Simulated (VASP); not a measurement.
# Al2Cu (P4/mmm) in VASP: notebook

The runs below take Al2Cu through single point, with LDA.

Everything below comes from runs of VASP 6.6.1. Logs are shortened: lines on timing, memory, paths and dates and some standing lists are left out, and cuts for length are marked.

## (1) The cell of the first run

Symmetry: P4/mmm, No. 123, tetragonal system. Conventional cell: a = 4.231 Å, b = 4.231 Å, c = 2.746 Å, α = 90.00°, β = 90.00°, γ = 90.00°. Within 3.3 Å of Al (site symmetry mmm) lie 4 Cu at 2.52 Å and 6 Al at 2.75 to 2.99 Å. Within 3.3 Å of Cu (site symmetry 4/mmm) lie 8 Al at 2.52 Å and 2 Cu at 2.75 Å.

## (2) Single point, LDA

INCAR

```
SYSTEM = Al2Cu
PREC     = Accurate       ! precision mode
ENCUT    = 520            ! plane-wave cutoff, eV
EDIFF    = 1E-6           ! SCF threshold, eV
ISMEAR   = 0              ! smearing method
SIGMA    = 0.15           ! smearing width, eV
LREAL    = .FALSE.        ! projectors in reciprocal space
LASPH    = .TRUE.         ! aspherical terms in the spheres
NELM     = 100            ! most SCF steps
ALGO     = Fast           ! electronic algorithm
ISIF     = 2              ! what is computed and relaxed
LWAVE    = .FALSE.        ! write WAVECAR
LCHARG   = .TRUE.         ! write CHGCAR
LELF     = .TRUE.         ! ELF
LVHAR    = .TRUE.       
NBANDS   = 16             ! bands
```

KPOINTS

```
regular mesh
0
G
  10 10 14
  0 0 0
```

POSCAR

```
Al2Cu
1.0
    4.2309000000      0.0000000000      0.0000000000
    0.0000000000      4.2309000000      0.0000000000
    0.0000000000      0.0000000000      2.7461000000
Al Cu
2 1
Direct
    0.5000000000      0.0000000000      0.5000000000
    0.0000000000      0.5000000000      0.5000000000
    0.0000000000      0.0000000000      0.0000000000
```

Potentials or basis: VASP PAW LDA potentials, release 64 (Al, Cu).

On the command line:

```sh
$ cat potpaw_LDA.64/Al/POTCAR potpaw_LDA.64/Cu/POTCAR > POTCAR
$ mpirun -np 1 vasp_std > vasp.out
```

OUTCAR:

```text
SYSTEM = Al2Cu
   PREC = Accurate
   ENCUT = 520
   EDIFF = 1E-6
   ISMEAR = 0
   LREAL = .FALSE.
   LASPH = .TRUE.
   NELM = 100
   ISIF = 2

 ion  position               nearest neighbor table
   1  0.500  0.000  0.500-   3 2.52   3 2.52   3 2.52   3 2.52   2 2.99   2 2.99   2 2.99   2 2.99

   2  0.000  0.500  0.500-   3 2.52   3 2.52   3 2.52   3 2.52   1 2.99   1 2.99   1 2.99   1 2.99

   3  0.000  0.000  0.000-   1 2.52   2 2.52   1 2.52   2 2.52   2 2.52   2 2.52   1 2.52   1 2.52

  LATTYP: Found a simple tetragonal cell.
 ALAT       =     4.2309000000
 C/A-ratio  =     0.6490581200

  Lattice vectors:

 A1 = (   4.2309000000,   0.0000000000,   0.0000000000)
 A2 = (   0.0000000000,   4.2309000000,   0.0000000000)
 A3 = (   0.0000000000,   0.0000000000,   2.7461000000)

Analysis of symmetry for initial positions (statically):
=====================================================================
 Subroutine PRICEL returns:
 Original cell was already a primitive cell.

 Routine SETGRP: Setting up the symmetry group for a
 simple tetragonal supercell.

 Subroutine GETGRP returns: Found 16 space group operations
 (whereof 16 operations were pure point group operations)
 out of a pool of 16 trial point group operations.

The static configuration has the point symmetry D_4h.

Analysis of symmetry for dynamics (positions and initial velocities):
=====================================================================
 Subroutine PRICEL returns:
 Original cell was already a primitive cell.

 Routine SETGRP: Setting up the symmetry group for a
 simple tetragonal supercell.

 Subroutine GETGRP returns: Found 16 space group operations
 (whereof 16 operations were pure point group operations)
 out of a pool of 16 trial point group operations.

The dynamic configuration has the point symmetry D_4h.

 Subroutine INISYM returns: Found 16 space group operations
 (whereof 16 operations are pure point group operations),
 and found     1 'primitive' translations

----------------------------------------------------------------------------------------

                                     Primitive cell

  volume of cell :      49.1566

  direct lattice vectors                    reciprocal lattice vectors
     4.230900000  0.000000000  0.000000000     0.236356331  0.000000000  0.000000000
     0.000000000  4.230900000  0.000000000     0.000000000  0.236356331  0.000000000
     0.000000000  0.000000000  2.746100000     0.000000000  0.000000000  0.364152799

  length of vectors
     4.230900000  4.230900000  2.746100000     0.236356331  0.236356331  0.364152799

  position of ions in fractional coordinates (direct lattice)
     0.500000000  0.000000000  0.500000000
     0.000000000  0.500000000  0.500000000
     0.000000000  0.000000000  0.000000000

  ion indices of the primitive-cell ions
   primitive index   ion index
                 1           1
                 2           2
                 3           3

----------------------------------------------------------------------------------------

 KPOINTS: regular mesh

Automatic generation of k-mesh.
 Grid dimensions read from file:
 generate k-points for:   10   10   14

 Generating k-lattice:

  Cartesian coordinates                     Fractional coordinates (reciprocal lattice)
     0.023635633  0.000000000  0.000000000     0.100000000  0.000000000  0.000000000
     0.000000000  0.023635633  0.000000000     0.000000000  0.100000000  0.000000000
     0.000000000  0.000000000  0.026010914     0.000000000  0.000000000  0.071428571

  Length of vectors
     0.023635633  0.023635633  0.026010914

  Shift w.r.t. Gamma in fractional coordinates (k-lattice)
     0.000000000  0.000000000  0.000000000

 Subroutine IBZKPT returns following result:
 ===========================================

 Found    168 irreducible k-points:

 Following reciprocal coordinates:
            Coordinates               Weight
  0.000000  0.000000  0.000000      1.000000
  0.100000  0.000000  0.000000      4.000000
  0.200000  0.000000  0.000000      4.000000
  0.300000  0.000000  0.000000      4.000000
  0.400000  0.000000  0.000000      4.000000
  0.500000  0.000000  0.000000      2.000000
[... 16 lines left out ...]
  0.100000  0.000000  0.071429      8.000000
  0.200000  0.000000  0.071429      8.000000
 [... further k-points ...]
   k-points           NKPTS =    168   k-points in BZ     NKDIM =    168   number of bands    NBANDS=     16
   number of dos      NEDOS =    301   number of ions     NIONS =      3
   total plane-waves  NPLWV =  20480
   dimension x,y,z NGX =    32 NGY =   32 NGZ =   20
   dimension x,y,z NGXF=    64 NGYF=   64 NGZF=   40
   ions per type =               2   1
   NGX,Y,Z   is equivalent  to a cutoff of  12.57, 12.57, 12.11 a.u.
   NGXF,Y,Z  is equivalent  to a cutoff of  25.15, 25.15, 24.22 a.u.
 SYSTEM =  Al2Cu
   PREC   = accura    normal or accurate (medium, high low for compatibility)
   ISTART =      0    job   : 0-new  1-cont  2-samecut
   ICHARG =      2    charge: 1-file 2-atom 10-const
   ISPIN  =      1    spin polarized calculation?
   LNONCOLLINEAR =      F non collinear calculations
   LSORBIT =      F    spin-orbit coupling
   LASPH  =      T    aspherical Exc in radial PAW
   ENCUT  =  520.0 eV  38.22 Ry    6.18 a.u.   7.87  7.87  5.11*2*pi/ulx,y,z
   NELM   =    100;   NELMIN=  2; NELMDL= -5     # of ELM steps
   EDIFF  = 0.1E-05   stopping-criterion for ELM
   LREAL  =      F    real-space projection
   EDIFFG = 0.1E-04   stopping-criterion for IOM
   NSW    =      0    number of steps for IOM
   IBRION =     -1    ionic relax: 0-MD 1-quasi-New 2-CG
   NFREE  =      0    steps in history (QN), initial steepest desc. (CG)
   ISIF   =      2    stress and relaxation
   ISYM   =      2    0-nonsym 1-usesym 2-fastsym
   POTIM  = 0.5000    time-step for ionic-motion
   TEBEG  =    0.0;   TEEND  =   0.0 temperature during run
   PSTRESS=    0.0 pullay stress
   NELECT =      17.0000    total number of electrons
   NUPDOWN=      -1.0000    fix difference up-down
   EMIN   =  10.00;   EMAX   =-10.00  energy-range for DOS
   EFERMI =   0.00;   METHOD = LEGACY
   ISMEAR =     0;   SIGMA  =   0.15  broadening in eV -4-tet -1-fermi 0-gaus
   EFERMI_NEDOS =   21; number of points for ismear=-14 and -15
   IALGO  =     68    algorithm
   IMIX   =      4    mixing-type and parameters
     AMIX     =   0.40;   BMIX     =  1.00
     AMIX_MAG =   1.60;   BMIX_MAG =  1.00
  volume/ion in A,a.u.               =      16.39       110.58
  Fermi-wavevector in a.u.,A,eV,Ry     =   1.149116  2.171514 17.966050  1.320467
  Thomas-Fermi vector in A             =   2.285787
   LORBIT       =      0    0 simple, 1 ext, 2 COOP (PROOUT), +10 PAW based schemes
   GGA     = CA    functional components
   LHFCALC =     F    Hartree Fock is set to
   AEXX    =    0.0000 exact exchange contribution
   IVDW    =     0    specifies the selected vdW correction
   LEPSILON=     F    determine dielectric tensor
   LRPA    =     F    only Hartree local field effects (RPA)
 non-spin polarized calculation
 RMM-DIIS sequential band-by-band and
 Gauss-broadening in eV      SIGMA  =   0.15
  energy-cutoff  :      520.00
  volume of cell :       49.16
 maximum number of plane-waves:      1352
 NGX is ok and might be reduce to    32
   NGX = 15   NGY = 15   NGZ = 11

 number of electron      17.0000003 magnetization

 Free energy of the ion-electron system (eV)
  ---------------------------------------------------
  ext. energy  EPLUGINS =         0.00000000
  ---------------------------------------------------
  free energy    TOTEN  =       -13.15237794 eV

  energy without entropy =      -13.14242062  energy(sigma->0) =      -13.14739928

 E-fermi :   6.9089     XC(G=0): -10.5378

 val. band max:        6.8873810535   @ k =   0.5000   0.1000   0.0714
 cond. band min:       6.9142323299   @ k =   0.5000   0.3000   0.4286
 fundamental gap:      0.0268512765
 Fermi energy:         6.9088919242

 k-point     1 :       0.0000    0.0000    0.0000
  band No.  band energies     occupation
      1      -3.6188      2.00000
      2       1.2073      2.00000
      3       1.8527      2.00000
      4       2.5397      2.00000
      5       2.8985      2.00000
      6       2.8985      2.00000
[... 8 lines left out ...]
     15      14.6824      0.00000
     16      19.5100      0.00000

 k-point     2 :       0.1000    0.0000    0.0000
  band No.  band energies     occupation
      1      -3.5403      2.00000
      2       1.1519      2.00000
      3       1.8326      2.00000
      4       2.5141      2.00000
      5       2.8970      2.00000
      6       2.8987      2.00000
[... 8 lines left out ...]
     15      14.7575      0.00000
     16      19.7034      0.00000

 k-point     3 :       0.2000    0.0000    0.0000
  band No.  band energies     occupation
      1      -3.3085      2.00000
      2       0.8831      2.00000
      3       1.7822      2.00000
      4       2.4547      2.00000
      5       2.8933      2.00000
      6       2.8938      2.00000
[... 8 lines left out ...]
     15      16.0549      0.00000
     16      19.4292      0.00000

 k-point     4 :       0.3000    0.0000    0.0000
  band No.  band energies     occupation
      1      -2.9381      2.00000
      2       0.2686      2.00000
      3       1.7517      2.00000
      4       2.3922      2.00000
      5       2.5305      2.00000
      6       2.8886      2.00000
[... 8 lines left out ...]
     15      17.8340      0.00000
     16      18.6514      0.00000
[... 324 lines left out ...]
 k-point    22 :       0.0000    0.0000    0.0714
  band No.  band energies     occupation
      1      -3.5162      2.00000
      2       1.2491      2.00000
      3       1.8996      2.00000
      4       2.5510      2.00000
      5       2.7748      2.00000
      6       2.7748      2.00000
[... 8 lines left out ...]
     15      15.5949      0.00000
     16      19.0605      0.00000

 k-point    23 :       0.1000    0.0000    0.0714
  band No.  band energies     occupation
      1      -3.4378      2.00000
      2       1.1955      2.00000
      3       1.8803      2.00000
      4       2.5250      2.00000
      5       2.7563      2.00000
      6       2.7815      2.00000
[... 8 lines left out ...]
     15      15.9957      0.00000
     16      18.6826      0.00000

 k-point    24 :       0.2000    0.0000    0.0714
  band No.  band energies     occupation
      1      -3.2063      2.00000
      2       0.9368      2.00000
      3       1.8302      2.00000
      4       2.4668      2.00000
      5       2.6669      2.00000
      6       2.7932      2.00000
[... 8 lines left out ...]
     15      16.8661      0.00000
     16      17.8962      0.00000

 [... further k-points ...]

------------------------ aborting loop because EDIFF is reached ----------------------------------------

  FORCE on cell =-STRESS in cart. coord.  units (eV):
  Direction    XX          YY          ZZ          XY          YZ          ZX
  --------------------------------------------------------------------------------------
  -------------------------------------------------------------------------------------
  Total       -1.9474276     -1.9474276     -0.7328252      0.0000000      0.0000000      0.0000000
  in kB      -63.4731465    -63.4731465    -23.8852124      0.0000000      0.0000000      0.0000000
  external PRESSURE =     -50.2771685 kB  Pullay stress =       0.0000000 kB

 VOLUME and BASIS-vectors are now :
 -----------------------------------------------------------------------------
  energy-cutoff  :      520.00
  volume of cell :       49.16
      direct lattice vectors                 reciprocal lattice vectors
     4.230900000  0.000000000  0.000000000     0.236356331  0.000000000  0.000000000
     0.000000000  4.230900000  0.000000000     0.000000000  0.236356331  0.000000000
     0.000000000  0.000000000  2.746100000     0.000000000  0.000000000  0.364152799

 POSITION                                       TOTAL-FORCE (eV/Angst)
 -----------------------------------------------------------------------------------
      2.11545      0.00000      1.37305         0.000000      0.000000      0.000000
      0.00000      2.11545      1.37305         0.000000      0.000000      0.000000
      0.00000      0.00000      0.00000         0.000000      0.000000      0.000000
 -----------------------------------------------------------------------------------
    total drift:                               -0.000000     -0.000000      0.000000

  FREE ENERGIE OF THE ION-ELECTRON SYSTEM (eV)
  ---------------------------------------------------
  free  energy   TOTEN  =       -13.1523779426 eV

  energy  without entropy=      -13.1424206221  energy(sigma->0) =      -13.14739928
```

Wall time 45 s (1 thread of Intel Xeon 6975P-C (Granite Rapids), shared host); peak memory 0.23 GiB.

Results:

* Free energy: -13.1524 eV
* Pressure: -5.0 GPa
* Band gap on the k mesh: zero (an odd number of electrons rules out a gap without spin polarisation)

Stress tensor (GPa, compression positive):
```
-6.35  0.00  0.00
 0.00 -6.35  0.00
 0.00  0.00 -2.39
```

Caveat: the cell stands under tension.

## (3) Single point, LDA

This run uses another cell than the first one, of 16.52 Å³/atom.

INCAR

```
PREC = Accurate ; ENCUT = 520
EDIFF = 1E-6 ; ISMEAR = 0
SIGMA = 0.15 ; LREAL = False
LASPH = True ; NELM = 80
ALGO = Normal ; ISIF = 2
LWAVE = False ; LCHARG = False
NBANDS = 16
```

KPOINTS

```
Automatic mesh
0
Gamma
  10 10 14
```

POSCAR

```
Al2Cu
1.0
    4.1366000000      0.0000000000      0.0000000000
    0.0000000000      4.1366000000      0.0000000000
    0.0000000000      0.0000000000      2.8966000000
Al Cu
2 1
Direct
    0.5000000000      0.0000000000      0.5000000000
    0.0000000000      0.5000000000      0.5000000000
    0.0000000000      0.0000000000      0.0000000000
```

Potentials or basis: VASP PAW LDA potentials, release 64 (Al, Cu).

On the command line:

```sh
$ cat potpaw_LDA.64/Al/POTCAR potpaw_LDA.64/Cu/POTCAR > POTCAR
$ mpirun -np 1 vasp_std > vasp.out
```

It took 38 s on 1 thread of Intel Xeon 6975P-C (Granite Rapids), shared host; peak memory 0.24 GiB.

It converged, with:

```yaml
Free_energy: -13.1654 eV
Pressure: -6.2 GPa
Band_gap_on_the_k_mesh: zero (an odd number of electrons rules out a gap without spin polarisation)
```

Stress tensor (GPa, compression positive):
```
-6.04  0.00  0.00
 0.00 -6.04  0.00
 0.00  0.00 -6.53
```

Levels at points of the mesh, in eV from the Fermi level:
```
           k point  band 6  band 7  band 8  band 9  band 10  band 11  band 12  band 13
(0.00, 0.00, 0.00)   -4.01   -2.30   -2.30   -0.22     0.92     5.97     5.99     5.99
(0.50, 0.00, 0.00)   -4.04   -4.01   -1.02    1.56     1.73     1.78     7.32     8.32
(0.50, 0.50, 0.00)   -4.16   -4.03   -4.03   -2.36     8.55     8.55     9.28     9.57
(0.00, 0.00, 0.50)   -4.02   -2.97    2.44    2.51     2.51     2.81     2.81     3.20
(0.50, 0.00, 0.50)   -4.09   -2.93   -2.44   -1.68     3.63     3.99     4.33     4.74
(0.50, 0.50, 0.50)   -3.34   -2.17   -2.17   -0.85    -0.79    -0.16    -0.16     2.53
```

Caveat: the cell stands under tension.

[end of part 1 of 2]

The gap in the log of VASP goes by the Fermi energy; the results here count the filled bands.